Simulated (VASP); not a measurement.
# CuF (P6_3/mmc) in VASP: settings compared

Aim: see how the results for CuF move with the level of theory and the settings. Levels: LDA, PBEsol, PBE. Tasks: single point.

All numbers are computed with VASP 6.6.1; they aren't measurements. Logs are shortened: lines on timing, memory, paths and dates and some standing lists are left out, and cuts for length are marked.

### Step 1. The cell of the first run

It takes space group P6_3/mmc (No. 194, hexagonal). The conventional cell has a = 3.435 Å, b = 3.435 Å, c = 4.914 Å, α = 90.00°, β = 90.00°, γ = 120.00°. Cu (site symmetry -6m2) has 5 F at 1.98 to 2.46 Å within 2.6 Å. F (site symmetry -6m2) has 5 Cu at 1.98 to 2.46 Å within 2.6 Å.

### Step 2. Single point, LDA

INCAR reads:

```
PREC = Accurate
ENCUT = 520
EDIFF = 1E-7
ISMEAR = -1
SIGMA = 0.02
LREAL = False
LASPH = True
NELM = 100
ALGO = Normal
ISIF = 2
LWAVE = False
LCHARG = False
GGA = CA
NBANDS = 26
```

KPOINTS reads:

```
Automatic mesh
0
Gamma
  12 12 4
```

POSCAR reads:

```
CuF
1.0
    3.4354305349      0.0000000000      0.0000000000
   -1.7177152674      2.9751701161      0.0000000000
    0.0000000000      0.0000000000      4.9135756032
Cu F
2 2
Direct
    0.3333333333      0.6666666667      0.2500000000
    0.6666666667      0.3333333333      0.7500000000
    0.6666666667      0.3333333333      0.2500000000
    0.3333333333      0.6666666667      0.7500000000
```

Potentials or basis: VASP PAW LDA potentials, release 64 (Cu, F).

Started as:

```sh
$ cat potpaw_LDA.64/Cu/POTCAR potpaw_LDA.64/F/POTCAR > POTCAR
$ mpirun -np 1 vasp_std > vasp.out
```

OUTCAR:

```text
PREC = Accurate
   ENCUT = 520
   EDIFF = 1E-7
   ISMEAR = -1
   LREAL = False
   LASPH = True
   NELM = 100
   ISIF = 2
   GGA = CA

 ion  position               nearest neighbor table
   1  0.333  0.667  0.250-   3 1.98   3 1.98   3 1.98
   2  0.667  0.333  0.750-   4 1.98   4 1.98   4 1.98
   3  0.667  0.333  0.250-   1 1.98   1 1.98   1 1.98
   4  0.333  0.667  0.750-   2 1.98   2 1.98   2 1.98

  LATTYP: Found a hexagonal cell.
 ALAT       =     3.4354305349
 C/A-ratio  =     1.4302648688

  Lattice vectors:

 A1 = (   3.4354305349,   0.0000000000,   0.0000000000)
 A2 = (  -1.7177152674,   2.9751701161,   0.0000000000)
 A3 = (   0.0000000000,   0.0000000000,   4.9135756032)

Analysis of symmetry for initial positions (statically):
=====================================================================
 Subroutine PRICEL returns:
 Original cell was already a primitive cell.

 Routine SETGRP: Setting up the symmetry group for a
 hexagonal supercell.

 Subroutine GETGRP returns: Found 24 space group operations
 (whereof 12 operations were pure point group operations)
 out of a pool of 24 trial point group operations.

The static configuration has the point symmetry D_3d.
 The point group associated with its full space group is D_6h.

Analysis of symmetry for dynamics (positions and initial velocities):
=====================================================================
 Subroutine PRICEL returns:
 Original cell was already a primitive cell.

 Routine SETGRP: Setting up the symmetry group for a
 hexagonal supercell.

 Subroutine GETGRP returns: Found 24 space group operations
 (whereof 12 operations were pure point group operations)
 out of a pool of 24 trial point group operations.

The dynamic configuration has the point symmetry D_3d.
 The point group associated with its full space group is D_6h.

 Subroutine INISYM returns: Found 24 space group operations
 (whereof 12 operations are pure point group operations),
 and found     1 'primitive' translations

----------------------------------------------------------------------------------------

                                     Primitive cell

  volume of cell :      50.2216

  direct lattice vectors                    reciprocal lattice vectors
     3.435430535  0.000000000  0.000000000     0.291084331  0.168057617  0.000000000
    -1.717715267  2.975170116  0.000000000     0.000000000  0.336115234  0.000000000
     0.000000000  0.000000000  4.913575603     0.000000000  0.000000000  0.203517780

  length of vectors
     3.435430535  3.435430535  4.913575603     0.336115234  0.336115234  0.203517780

  position of ions in fractional coordinates (direct lattice)
     0.333333333  0.666666667  0.250000000
     0.666666667  0.333333333  0.750000000
     0.666666667  0.333333333  0.250000000
     0.333333333  0.666666667  0.750000000

  ion indices of the primitive-cell ions
   primitive index   ion index
                 1           1
                 2           2
                 3           3
                 4           4

----------------------------------------------------------------------------------------

 KPOINTS: Automatic mesh

Automatic generation of k-mesh.
 Grid dimensions read from file:
 generate k-points for:   12   12    4

 Generating k-lattice:

  Cartesian coordinates                     Fractional coordinates (reciprocal lattice)
     0.024257028  0.014004801  0.000000000     0.083333333  0.000000000  0.000000000
     0.000000000  0.028009603  0.000000000     0.000000000  0.083333333  0.000000000
     0.000000000  0.000000000  0.050879445     0.000000000  0.000000000  0.250000000

  Length of vectors
     0.028009603  0.028009603  0.050879445

  Shift w.r.t. Gamma in fractional coordinates (k-lattice)
     0.000000000  0.000000000  0.000000000

 Subroutine IBZKPT returns following result:
 ===========================================

 Found     57 irreducible k-points:

 Following reciprocal coordinates:
            Coordinates               Weight
  0.000000  0.000000  0.000000      1.000000
  0.083333  0.000000  0.000000      6.000000
  0.166667  0.000000  0.000000      6.000000
  0.250000  0.000000  0.000000      6.000000
  0.333333  0.000000  0.000000      6.000000
  0.416667  0.000000  0.000000      6.000000
[... 16 lines left out ...]
  0.250000  0.000000  0.250000     12.000000
  0.333333  0.000000  0.250000     12.000000
 [... further k-points ...]
   k-points           NKPTS =     57   k-points in BZ     NKDIM =     57   number of bands    NBANDS=     26
   number of dos      NEDOS =    301   number of ions     NIONS =      4
   total plane-waves  NPLWV =  31360
   dimension x,y,z NGX =    28 NGY =   28 NGZ =   40
   dimension x,y,z NGXF=    56 NGYF=   56 NGZF=   80
   ions per type =               2   2
   NGX,Y,Z   is equivalent  to a cutoff of  13.55, 13.55, 13.53 a.u.
   NGXF,Y,Z  is equivalent  to a cutoff of  27.10, 27.10, 27.07 a.u.
 SYSTEM =  unknown system
   PREC   = accura    normal or accurate (medium, high low for compatibility)
   ISTART =      0    job   : 0-new  1-cont  2-samecut
   ICHARG =      2    charge: 1-file 2-atom 10-const
   ISPIN  =      1    spin polarized calculation?
   LNONCOLLINEAR =      F non collinear calculations
   LSORBIT =      F    spin-orbit coupling
   LASPH  =      T    aspherical Exc in radial PAW
   ENCUT  =  520.0 eV  38.22 Ry    6.18 a.u.   6.39  6.39  9.14*2*pi/ulx,y,z
   NELM   =    100;   NELMIN=  2; NELMDL= -5     # of ELM steps
   EDIFF  = 0.1E-06   stopping-criterion for ELM
   LREAL  =      F    real-space projection
   EDIFFG = 0.1E-05   stopping-criterion for IOM
   NSW    =      0    number of steps for IOM
   IBRION =     -1    ionic relax: 0-MD 1-quasi-New 2-CG
   NFREE  =      0    steps in history (QN), initial steepest desc. (CG)
   ISIF   =      2    stress and relaxation
   ISYM   =      2    0-nonsym 1-usesym 2-fastsym
   POTIM  = 0.5000    time-step for ionic-motion
   TEBEG  =    0.0;   TEEND  =   0.0 temperature during run
   PSTRESS=    0.0 pullay stress
   NELECT =      36.0000    total number of electrons
   NUPDOWN=      -1.0000    fix difference up-down
   EMIN   =  10.00;   EMAX   =-10.00  energy-range for DOS
   EFERMI =   0.00;   METHOD = LEGACY
   ISMEAR =    -1;   SIGMA  =   0.02  broadening in eV -4-tet -1-fermi 0-gaus
   EFERMI_NEDOS =   21; number of points for ismear=-14 and -15
   IALGO  =     38    algorithm
   IMIX   =      4    mixing-type and parameters
     AMIX     =   0.40;   BMIX     =  1.00
     AMIX_MAG =   1.60;   BMIX_MAG =  1.00
  volume/ion in A,a.u.               =      12.56        84.73
  Fermi-wavevector in a.u.,A,eV,Ry     =   1.465139  2.768711 29.206700  2.146632
  Thomas-Fermi vector in A             =   2.581031
   LORBIT       =      0    0 simple, 1 ext, 2 COOP (PROOUT), +10 PAW based schemes
   GGA     = CA    functional components
   LHFCALC =     F    Hartree Fock is set to
   AEXX    =    0.0000 exact exchange contribution
   IVDW    =     0    specifies the selected vdW correction
   LEPSILON=     F    determine dielectric tensor
   LRPA    =     F    only Hartree local field effects (RPA)
 non-spin polarized calculation
  energy-cutoff  :      520.00
  volume of cell :       50.22
 maximum number of plane-waves:      1374
 NGX is ok and might be reduce to    28
   NGX = 13   NGY = 13   NGZ = 19

 number of electron      36.0000016 magnetization

 Free energy of the ion-electron system (eV)
  ---------------------------------------------------
  ext. energy  EPLUGINS =         0.00000000
  ---------------------------------------------------
  free energy    TOTEN  =       -16.97123260 eV

  energy without entropy =      -16.96643511  energy(sigma->0) =      -16.96883385

 E-fermi :   3.5946     XC(G=0): -11.0471

 val. band max:        3.5915585408   @ k =   0.0833   0.0000   0.0000
 cond. band min:       3.6099298696   @ k =   0.0000   0.0000   0.0000
 fundamental gap:      0.0183713288
 Fermi energy:         3.5945806732

 k-point     1 :       0.0000    0.0000    0.0000
  band No.  band energies     occupation
      1     -21.1773      2.00000
      2     -20.8600      2.00000
      3      -3.9006      2.00000
      4      -3.6333      2.00000
      5      -3.6333      2.00000
      6      -3.4069      2.00000
[... 18 lines left out ...]
     25      15.8099      0.00000
     26      18.2227      0.00000

 k-point     2 :       0.0833    0.0000    0.0000
  band No.  band energies     occupation
      1     -21.1643      2.00000
      2     -20.8560      2.00000
      3      -3.8700      2.00000
      4      -3.6801      2.00000
      5      -3.6290      2.00000
      6      -3.4802      2.00000
[... 18 lines left out ...]
     25      16.1801      0.00000
     26      18.7417      0.00000

 k-point     3 :       0.1667    0.0000    0.0000
  band No.  band energies     occupation
      1     -21.1269      2.00000
      2     -20.8465      2.00000
      3      -3.8273      2.00000
      4      -3.7806      2.00000
      5      -3.6293      2.00000
      6      -3.6127      2.00000
[... 18 lines left out ...]
     25      16.9329      0.00000
     26      17.0078      0.00000

 k-point     4 :       0.2500    0.0000    0.0000
  band No.  band energies     occupation
      1     -21.0728      2.00000
      2     -20.8367      2.00000
      3      -4.0445      2.00000
      4      -3.7573      2.00000
      5      -3.6405      2.00000
      6      -3.5831      2.00000
[... 18 lines left out ...]
     25      15.3402      0.00000
     26      17.8428      0.00000
[... 496 lines left out ...]
      1     -21.0846      2.00000
      2     -20.8862      2.00000
      3      -3.9691      2.00000
      4      -3.7542      2.00000
      5      -3.5741      2.00000
      6      -3.4643      2.00000
[... 18 lines left out ...]
     25      15.9687      0.00000
     26      16.1091      0.00000

 k-point    23 :       0.2500    0.0000    0.2500
  band No.  band energies     occupation
      1     -21.0364      2.00000
      2     -20.8693      2.00000
      3      -4.1439      2.00000
      4      -3.9417      2.00000
      5      -3.5353      2.00000
      6      -3.3551      2.00000
[... 18 lines left out ...]
     25      15.2655      0.00000
     26      16.4691      0.00000

 k-point    24 :       0.3333    0.0000    0.2500
  band No.  band energies     occupation
      1     -20.9845      2.00000
      2     -20.8558      2.00000
      3      -4.3185      2.00000
      4      -4.0613      2.00000
      5      -3.4918      2.00000
      6      -3.2335      2.00000
[... 18 lines left out ...]
     25      14.7061      0.00000
     26      16.6888      0.00000

 [... further k-points ...]

------------------------ aborting loop because EDIFF is reached ----------------------------------------

  FORCE on cell =-STRESS in cart. coord.  units (eV):
  Direction    XX          YY          ZZ          XY          YZ          ZX
  --------------------------------------------------------------------------------------
  -------------------------------------------------------------------------------------
  Total        0.2275510      0.2275510     -0.0458791      0.0000000      0.0000000      0.0000000
  in kB        7.2593648      7.2593648     -1.4636417      0.0000000      0.0000000      0.0000000
  external PRESSURE =       4.3516959 kB  Pullay stress =       0.0000000 kB

 VOLUME and BASIS-vectors are now :
 -----------------------------------------------------------------------------
  energy-cutoff  :      520.00
  volume of cell :       50.22
      direct lattice vectors                 reciprocal lattice vectors
     3.435430535  0.000000000  0.000000000     0.291084331  0.168057617  0.000000000
    -1.717715267  2.975170116  0.000000000     0.000000000  0.336115234  0.000000000
     0.000000000  0.000000000  4.913575603     0.000000000  0.000000000  0.203517780

 POSITION                                       TOTAL-FORCE (eV/Angst)
 -----------------------------------------------------------------------------------
     -0.00000      1.98345      1.22839         0.000000     -0.000000      0.000000
      1.71772      0.99172      3.68518        -0.000000      0.000000      0.000000
      1.71772      0.99172      1.22839        -0.000000      0.000000      0.000000
     -0.00000      1.98345      3.68518         0.000000      0.000000      0.000000
 -----------------------------------------------------------------------------------
    total drift:                               -0.000000      0.000000     -0.000000

  FREE ENERGIE OF THE ION-ELECTRON SYSTEM (eV)
  ---------------------------------------------------
  free  energy   TOTEN  =       -16.9712325959 eV

  energy  without entropy=      -16.9664351111  energy(sigma->0) =      -16.96883385
```

It took 47 s on 1 thread of AMD EPYC 9R45 (Zen 5), shared host; peak memory 0.16 GiB.

Results:

```yaml
Free_energy: -16.9712 eV
Pressure: 0.4 GPa
Band_gap_on_the_k_mesh: zero (band 18 reaches 3.63 eV, above the bottom of band 19 at 3.57 eV)
```

Caveat: semilocal functionals often make such compounds metallic where correlation or magnetic order opens a gap, which also shifts bond lengths.

### Step 3. Single point, PBEsol

This run uses another cell than the first one, of 13.45 Å³/atom, 1.072 times its volume.

INCAR reads:

```
PREC     = Accurate       # precision mode
ENCUT    = 520            # plane-wave cutoff, eV
EDIFF    = 1E-6           # SCF threshold, eV
ISMEAR   = -1             # smearing method
SIGMA    = 0.02           # smearing width, eV
LREAL    = False          # projectors in reciprocal space
LASPH    = True           # aspherical terms in the spheres
NELM     = 100            # most SCF steps
ALGO     = Normal         # electronic algorithm
ISIF     = 2              # what is computed and relaxed
LWAVE    = False          # write WAVECAR
LCHARG   = False          # write CHGCAR
GGA      = PS             # functional
NBANDS   = 26             # bands
```

KPOINTS reads:

```
regular mesh
0
Gamma
  12 12 4
```

POSCAR reads:

```
CuF
1.0
    3.4893758966      0.0000000000      0.0000000000
   -1.7446879483      3.0218881699      0.0000000000
    0.0000000000      0.0000000000      5.1035353539
Cu F
2 2
Direct
    0.3333333333      0.6666666667      0.2500000000
    0.6666666667      0.3333333333      0.7500000000
    0.6666666667      0.3333333333      0.2500000000
    0.3333333333      0.6666666667      0.7500000000
```

Potentials or basis: VASP PAW PBE potentials, release 64 (Cu, F).

Started as:

```sh
$ cat potpaw_PBE.64/Cu/POTCAR potpaw_PBE.64/F/POTCAR > POTCAR
$ mpirun -np 1 vasp_std > vasp.out
```

Wall time 49 s (1 thread of AMD EPYC 9R45 (Zen 5), shared host); peak memory 0.18 GiB.

The run converged. Its results:

```
Free energy            : -15.3888 eV
Pressure               : 0.3 GPa
Band gap on the k mesh : zero (band 18 reaches 3.22 eV, above the bottom of band 19 at 3.17 eV)
```

Stress tensor (GPa, compression positive):
```
 0.49  0.00  0.00
 0.00  0.49  0.00
 0.00  0.00 -0.20
```

Levels at points of the mesh, in eV from the Fermi level:
| k point | band 14 | band 15 | band 16 | band 17 | band 18 | band 19 | band 20 | band 21 | band 22 | band 23 |
| --- | --- | --- | --- | --- | --- | --- | --- | --- | --- | --- |
| (0.00, 0.00, 0.00) | -0.87 | -0.87 | 0.01 | 0.01 | 0.03 | 0.03 | 3.62 | 4.98 | 11.33 | 11.33 |
| (0.50, 0.00, 0.00) | -0.85 | -0.80 | -0.69 | -0.69 | -0.56 | 3.22 | 4.02 | 6.59 | 7.37 | 7.59 |
| (0.00, 0.00, 0.50) | -0.85 | 0.02 | 0.02 | 0.02 | 0.02 | 0.49 | 0.49 | 9.26 | 9.26 | 11.36 |
| (0.50, 0.00, 0.50) | -0.85 | -0.61 | -0.61 | -0.56 | -0.56 | 3.98 | 3.98 | 5.17 | 5.17 | 9.60 |

Caveat: the PAW data sets were made with another functional, which shifts forces and pressure a little; semilocal functionals often make such compounds metallic where correlation or magnetic order opens a gap, which also shifts bond lengths. With open d or f shells a metallic result of PBEsol can be an artefact of self-interaction; +U or a hybrid may open a gap.

### Step 4. Single point, PBE

This run uses another cell than the first one, of 13.55 Å³/atom, 1.079 times its volume.

INCAR reads:

```
PREC = Accurate ; ENCUT = 520
EDIFF = 1E-6 ; ISMEAR = -1
SIGMA = 0.02 ; LREAL = False
LASPH = True ; NELM = 100
ALGO = Normal ; ISIF = 2
LWAVE = False ; LCHARG = False
GGA = PE ; NBANDS = 26
```

KPOINTS reads:

```
regular mesh
0
Gamma
  12 12 6
```

POSCAR reads:

```
CuF
1.0
    3.5086571515      0.0000000000      0.0000000000
   -1.7543285757      3.0385862264      0.0000000000
    0.0000000000      0.0000000000      5.0825198637
Cu F
2 2
Direct
    0.3333333333      0.6666666667      0.2500000000
    0.6666666667      0.3333333333      0.7500000000
    0.6666666667      0.3333333333      0.2500000000
    0.3333333333      0.6666666667      0.7500000000
```

Started as:

```sh
$ cat potpaw_PBE.64/Cu/POTCAR potpaw_PBE.64/F/POTCAR > POTCAR
$ mpirun -np 1 vasp_std > vasp.out
```

Run time: 67 s. Hardware: 1 thread of AMD EPYC 9R45 (Zen 5), shared host; peak memory 0.2 GiB.

It converged, with:

* Free energy: -14.2288 eV
* Pressure: 4.7 GPa
* Band gap on the k mesh: zero (band 18 reaches 3.33 eV, above the bottom of band 19 at 3.29 eV)

Stress tensor (GPa, compression positive):
```
5.08 0.00 0.00
0.00 5.08 0.00
0.00 0.00 3.82
```

Levels at points of the mesh, in eV from the Fermi level:
| k point | band 14 | band 15 | band 16 | band 17 | band 18 | band 19 | band 20 | band 21 | band 22 | band 23 |
| --- | --- | --- | --- | --- | --- | --- | --- | --- | --- | --- |
| (0.00, 0.00, 0.00) | -0.83 | -0.82 | 0.01 | 0.01 | 0.03 | 0.03 | 3.70 | 5.15 | 11.34 | 11.34 |
| (0.50, 0.00, 0.00) | -0.81 | -0.76 | -0.66 | -0.66 | -0.53 | 3.23 | 4.08 | 6.60 | 7.56 | 7.74 |
| (0.00, 0.00, 0.50) | -0.80 | 0.02 | 0.02 | 0.02 | 0.02 | 0.59 | 0.59 | 9.41 | 9.41 | 11.36 |
| (0.50, 0.00, 0.50) | -0.82 | -0.58 | -0.58 | -0.52 | -0.52 | 4.08 | 4.08 | 5.20 | 5.20 | 9.72 |

Caveat: semilocal functionals often make such compounds metallic where correlation or magnetic order opens a gap, which also shifts bond lengths.

### Step 5. Summary

| level | potentials or basis | cell | k mesh | gap on the mesh (eV) | pressure (GPa) |
| --- | --- | --- | --- | --- | --- |
| LDA | VASP PAW LDA potentials, release 64 (Cu, F) | a = 3.435, b = 3.435, c = 4.914 Å, angles 90.0, 90.0, 120.0°, 4 atoms | 12 × 12 × 4 | none | 0.4 |
| PBEsol | VASP PAW PBE potentials, release 64 (Cu, F) | a = 3.489, b = 3.489, c = 5.104 Å, angles 90.0, 90.0, 120.0°, 4 atoms | 12 × 12 × 4 | none | 0.3 |
| PBE | VASP PAW PBE potentials, release 64 (Cu, F) | a = 3.509, b = 3.509, c = 5.083 Å, angles 90.0, 90.0, 120.0°, 4 atoms | 12 × 12 × 6 | none | 4.7 |

Alike in all rows: task single point; no spin polarisation; cutoff (eV) 520; smearing fermi-dirac 0.02 eV.

Caveats: semilocal functionals often make such compounds metallic where correlation or magnetic order opens a gap, which also shifts bond lengths; the PAW data sets were made with another functional, which shifts forces and pressure a little (some runs).

Absolute energies hang on the potentials; compare differences alone.
